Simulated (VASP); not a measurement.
# Si (Fd-3m) in VASP: single point with PBE

Aim: the single point of Si with PBE.

Program: VASP 6.6.1. These are calculated values, not measurements. Logs are shortened: lines on timing, memory, paths and dates and some standing lists are left out, and cuts for length are marked.

### Step 1. The cell of the first run

Symmetry: Fd-3m, No. 227, cubic system. Conventional cell: a = 5.437 Å, b = 5.437 Å, c = 5.437 Å, α = 90.00°, β = 90.00°, γ = 90.00°. Within 3.1 Å of Si (site symmetry -43m) lie 4 Si at 2.35 Å.

### Step 2. Single point, PBE

Contents of INCAR:

```
SYSTEM = Si
PREC     = Accurate       ! precision mode
ENCUT    = 520            ! plane-wave cutoff, eV
EDIFF    = 1E-6           ! SCF threshold, eV
ISMEAR   = 0              ! smearing method
SIGMA    = 0.01           ! smearing width, eV
LREAL    = .FALSE.        ! projectors in reciprocal space
LASPH    = .TRUE.         ! aspherical terms in the spheres
NELM     = 100            ! most SCF steps
ALGO     = Normal         ! electronic algorithm
ISIF     = 2              ! what is computed and relaxed
LWAVE    = .FALSE.        ! write WAVECAR
LCHARG   = .FALSE.        ! write CHGCAR
GGA      = PE             ! functional
NBANDS   = 11             ! bands
```

Contents of KPOINTS:

```
Automatic mesh
0
G
  6 6 6
  0 0 0
```

Contents of POSCAR:

```
Si
1.0
    0.0000000000      2.7185000000      2.7185000000
    2.7185000000      0.0000000000      2.7185000000
    2.7185000000      2.7185000000      0.0000000000
Si
2
Direct
    0.0000000000      0.0000000000      0.0000000000
    0.2500000000      0.2500000000      0.2500000000
```

Potentials or basis: VASP PAW PBE potentials, release 64 (Si).

Started as:

```console
$ cat potpaw_PBE.64/Si/POTCAR > POTCAR
$ mpirun -np 1 vasp_std > vasp.out
```

OUTCAR:

```text
SYSTEM = Si
   PREC = Accurate
   ENCUT = 520
   EDIFF = 1E-6
   ISMEAR = 0
   LREAL = .FALSE.
   LASPH = .TRUE.
   NELM = 100
   ISIF = 2
   GGA = PE

 ion  position               nearest neighbor table
   1  0.000  0.000  0.000-   2 2.35   2 2.35   2 2.35   2 2.35
   2  0.250  0.250  0.250-   1 2.35   1 2.35   1 2.35   1 2.35

  LATTYP: Found a face centered cubic cell.
 ALAT       =     5.4370000000

  Lattice vectors:

 A1 = (   0.0000000000,   2.7185000000,   2.7185000000)
 A2 = (   2.7185000000,   0.0000000000,   2.7185000000)
 A3 = (   2.7185000000,   2.7185000000,   0.0000000000)

Analysis of symmetry for initial positions (statically):
=====================================================================
 Subroutine PRICEL returns:
 Original cell was already a primitive cell.

 Routine SETGRP: Setting up the symmetry group for a
 face centered cubic supercell.

 Subroutine GETGRP returns: Found 48 space group operations
 (whereof 24 operations were pure point group operations)
 out of a pool of 48 trial point group operations.

The static configuration has the point symmetry T_d .
 The point group associated with its full space group is O_h .

Analysis of symmetry for dynamics (positions and initial velocities):
=====================================================================
 Subroutine PRICEL returns:
 Original cell was already a primitive cell.

 Routine SETGRP: Setting up the symmetry group for a
 face centered cubic supercell.

 Subroutine GETGRP returns: Found 48 space group operations
 (whereof 24 operations were pure point group operations)
 out of a pool of 48 trial point group operations.

The dynamic configuration has the point symmetry T_d .
 The point group associated with its full space group is O_h .

 Subroutine INISYM returns: Found 48 space group operations
 (whereof 24 operations are pure point group operations),
 and found     1 'primitive' translations

----------------------------------------------------------------------------------------

                                     Primitive cell

  volume of cell :      40.1807

  direct lattice vectors                    reciprocal lattice vectors
     0.000000000  2.718500000  2.718500000    -0.183924959  0.183924959  0.183924959
     2.718500000  0.000000000  2.718500000     0.183924959 -0.183924959  0.183924959
     2.718500000  2.718500000  0.000000000     0.183924959  0.183924959 -0.183924959

  length of vectors
     3.844539569  3.844539569  3.844539569     0.318567373  0.318567373  0.318567373

  position of ions in fractional coordinates (direct lattice)
     0.000000000  0.000000000  0.000000000
     0.250000000  0.250000000  0.250000000

  ion indices of the primitive-cell ions
   primitive index   ion index
                 1           1
                 2           2

----------------------------------------------------------------------------------------

 KPOINTS: Automatic mesh

Automatic generation of k-mesh.
 Grid dimensions read from file:
 generate k-points for:    6    6    6

 Generating k-lattice:

  Cartesian coordinates                     Fractional coordinates (reciprocal lattice)
    -0.030654160  0.030654160  0.030654160     0.166666667  0.000000000  0.000000000
     0.030654160 -0.030654160  0.030654160     0.000000000  0.166666667  0.000000000
     0.030654160  0.030654160 -0.030654160     0.000000000  0.000000000  0.166666667

  Length of vectors
     0.053094562  0.053094562  0.053094562

  Shift w.r.t. Gamma in fractional coordinates (k-lattice)
     0.000000000  0.000000000  0.000000000

 Subroutine IBZKPT returns following result:
 ===========================================

 Found     16 irreducible k-points:

 Following reciprocal coordinates:
            Coordinates               Weight
  0.000000  0.000000  0.000000      1.000000
  0.166667  0.000000  0.000000      8.000000
  0.333333  0.000000  0.000000      8.000000
  0.500000  0.000000  0.000000      4.000000
  0.166667  0.166667  0.000000      6.000000
  0.333333  0.166667  0.000000     24.000000
[... 8 lines left out ...]
 -0.333333  0.333333  0.166667     24.000000
 -0.333333  0.500000  0.166667     12.000000
   k-points           NKPTS =     16   k-points in BZ     NKDIM =     16   number of bands    NBANDS=     11
   number of dos      NEDOS =    301   number of ions     NIONS =      2
   total plane-waves  NPLWV =  27000
   dimension x,y,z NGX =    30 NGY =   30 NGZ =   30
   dimension x,y,z NGXF=    60 NGYF=   60 NGZF=   60
   ions per type =               2
   NGX,Y,Z   is equivalent  to a cutoff of  12.97, 12.97, 12.97 a.u.
   NGXF,Y,Z  is equivalent  to a cutoff of  25.95, 25.95, 25.95 a.u.
 SYSTEM =  Si
   PREC   = accura    normal or accurate (medium, high low for compatibility)
   ISTART =      0    job   : 0-new  1-cont  2-samecut
   ICHARG =      2    charge: 1-file 2-atom 10-const
   ISPIN  =      1    spin polarized calculation?
   LNONCOLLINEAR =      F non collinear calculations
   LSORBIT =      F    spin-orbit coupling
   LASPH  =      T    aspherical Exc in radial PAW
   ENCUT  =  520.0 eV  38.22 Ry    6.18 a.u.   7.15  7.15  7.15*2*pi/ulx,y,z
   NELM   =    100;   NELMIN=  2; NELMDL= -5     # of ELM steps
   EDIFF  = 0.1E-05   stopping-criterion for ELM
   LREAL  =      F    real-space projection
   EDIFFG = 0.1E-04   stopping-criterion for IOM
   NSW    =      0    number of steps for IOM
   IBRION =     -1    ionic relax: 0-MD 1-quasi-New 2-CG
   NFREE  =      0    steps in history (QN), initial steepest desc. (CG)
   ISIF   =      2    stress and relaxation
   ISYM   =      2    0-nonsym 1-usesym 2-fastsym
   POTIM  = 0.5000    time-step for ionic-motion
   TEBEG  =    0.0;   TEEND  =   0.0 temperature during run
   PSTRESS=    0.0 pullay stress
   NELECT =       8.0000    total number of electrons
   NUPDOWN=      -1.0000    fix difference up-down
   EMIN   =  10.00;   EMAX   =-10.00  energy-range for DOS
   EFERMI =   0.00;   METHOD = LEGACY
   ISMEAR =     0;   SIGMA  =   0.01  broadening in eV -4-tet -1-fermi 0-gaus
   EFERMI_NEDOS =   21; number of points for ismear=-14 and -15
   IALGO  =     38    algorithm
   IMIX   =      4    mixing-type and parameters
     AMIX     =   0.40;   BMIX     =  1.00
     AMIX_MAG =   1.60;   BMIX_MAG =  1.00
  volume/ion in A,a.u.               =      20.09       135.58
  Fermi-wavevector in a.u.,A,eV,Ry     =   0.955943  1.806471 12.433381  0.913828
  Thomas-Fermi vector in A             =   2.084827
   LORBIT       =      0    0 simple, 1 ext, 2 COOP (PROOUT), +10 PAW based schemes
   GGA     = PE    functional components
   LHFCALC =     F    Hartree Fock is set to
   AEXX    =    0.0000 exact exchange contribution
   IVDW    =     0    specifies the selected vdW correction
   LEPSILON=     F    determine dielectric tensor
   LRPA    =     F    only Hartree local field effects (RPA)
 non-spin polarized calculation
 Gauss-broadening in eV      SIGMA  =   0.01
  energy-cutoff  :      520.00
  volume of cell :       40.18
 maximum number of plane-waves:      1106
 NGX is ok and might be reduce to    30
   NGX = 15   NGY = 15   NGZ = 15

 number of electron       8.0000001 magnetization

 Free energy of the ion-electron system (eV)
  ---------------------------------------------------
  ext. energy  EPLUGINS =         0.00000000
  ---------------------------------------------------
  free energy    TOTEN  =       -10.82253242 eV

  energy without entropy =      -10.82253242  energy(sigma->0) =      -10.82253242

 E-fermi :   5.8729     XC(G=0):  -9.3909

 val. band max:        5.7986252476   @ k =   0.0000   0.0000   0.0000
 cond. band min:       6.5130239537   @ k =   0.5000   0.5000   0.0000
 fundamental gap:      0.7143987061
 Fermi energy:         5.8728518524

 k-point     1 :       0.0000    0.0000    0.0000
  band No.  band energies     occupation
      1      -6.1364      2.00000
      2       5.7986      2.00000
      3       5.7986      2.00000
      4       5.7986      2.00000
      5       8.3597      0.00000
      6       8.3597      0.00000
      7       8.3597      0.00000
      8       9.1328      0.00000
      9      13.5130      0.00000
     10      13.5130      0.00000
     11      13.7438      0.00000

 k-point     2 :       0.1667    0.0000    0.0000
  band No.  band energies     occupation
      1      -5.7762      2.00000
      2       3.4220      2.00000
      3       5.3501      2.00000
      4       5.3501      2.00000
      5       8.1400      0.00000
      6       9.0051      0.00000
      7       9.0051      0.00000
      8      11.2270      0.00000
      9      12.8799      0.00000
     10      12.8799      0.00000
     11      14.8722      0.00000

 k-point     3 :       0.3333    0.0000    0.0000
  band No.  band energies     occupation
      1      -4.7639      2.00000
      2       0.4769      2.00000
      3       4.8018      2.00000
      4       4.8018      2.00000
      5       7.5511      0.00000
      6       9.3026      0.00000
      7       9.3026      0.00000
      8      13.6542      0.00000
      9      13.7753      0.00000
     10      13.7753      0.00000
     11      14.8968      0.00000
[... 155 lines left out ...]
 k-point    15 :      -0.3333    0.3333    0.1667
  band No.  band energies     occupation
      1      -2.8730      2.00000
      2      -1.0318      2.00000
      3       1.8041      2.00000
      4       3.0486      2.00000
      5       9.1529      0.00000
      6       9.3494      0.00000
      7      11.8901      0.00000
      8      12.3050      0.00000
      9      13.3393      0.00000
     10      16.8806      0.00000
     11      17.7341      0.00000

 k-point    16 :      -0.3333    0.5000    0.1667
  band No.  band energies     occupation
      1      -1.8853      2.00000
      2      -1.8853      2.00000
      3       2.1687      2.00000
      4       2.1687      2.00000
      5       8.5460      0.00000
      6       8.5460      0.00000
      7      12.5492      0.00000
      8      12.5492      0.00000
      9      16.3522      0.00000
     10      16.3522      0.00000
     11      18.7286      0.00000

------------------------ aborting loop because EDIFF is reached ----------------------------------------

  FORCE on cell =-STRESS in cart. coord.  units (eV):
  Direction    XX          YY          ZZ          XY          YZ          ZX
  --------------------------------------------------------------------------------------
  -------------------------------------------------------------------------------------
  Total        0.4218101      0.4218101      0.4218101     -0.0000000      0.0000000      0.0000000
  in kB       16.8193651     16.8193651     16.8193651     -0.0000000      0.0000000      0.0000000
  external PRESSURE =      16.8193651 kB  Pullay stress =       0.0000000 kB

 VOLUME and BASIS-vectors are now :
 -----------------------------------------------------------------------------
  energy-cutoff  :      520.00
  volume of cell :       40.18
      direct lattice vectors                 reciprocal lattice vectors
     0.000000000  2.718500000  2.718500000    -0.183924959  0.183924959  0.183924959
     2.718500000  0.000000000  2.718500000     0.183924959 -0.183924959  0.183924959
     2.718500000  2.718500000  0.000000000     0.183924959  0.183924959 -0.183924959

 POSITION                                       TOTAL-FORCE (eV/Angst)
 -----------------------------------------------------------------------------------
      0.00000      0.00000      0.00000         0.000000      0.000000      0.000000
      1.35925      1.35925      1.35925        -0.000000     -0.000000     -0.000000
 -----------------------------------------------------------------------------------
    total drift:                               -0.000000     -0.000000     -0.000000

  FREE ENERGIE OF THE ION-ELECTRON SYSTEM (eV)
  ---------------------------------------------------
  free  energy   TOTEN  =       -10.8225324154 eV

  energy  without entropy=      -10.8225324154  energy(sigma->0) =      -10.82253242
```

Run time: 11 s. Hardware: 1 thread of Intel Xeon Platinum 8488C (Sapphire Rapids), shared host; peak memory 0.15 GiB.

What came out:

| Property | Result |
| --- | --- |
| Free energy | -10.8225 eV |
| Pressure | 1.7 GPa |
| Band gap on the k mesh | 0.71 eV, indirect (least direct gap 2.56 eV) |

Levels at points of the mesh, in eV from the valence-band top:
```
           k point  band 1  band 2  band 3  band 4  band 5  band 6  band 7  band 8  band 9
(0.00, 0.00, 0.00)  -11.94    0.00    0.00    0.00    2.56    2.56    2.56    3.33    7.71
(0.50, 0.00, 0.00)   -9.61   -6.95   -1.19   -1.19    1.53    3.34    3.34    7.72   10.54
(0.50, 0.50, 0.00)   -7.80   -7.80   -2.84   -2.84    0.71    0.71   10.08   10.08   10.96
```

A k mesh can miss the band edges. A hybrid or GW would open this gap; PBE tends to underestimate it.
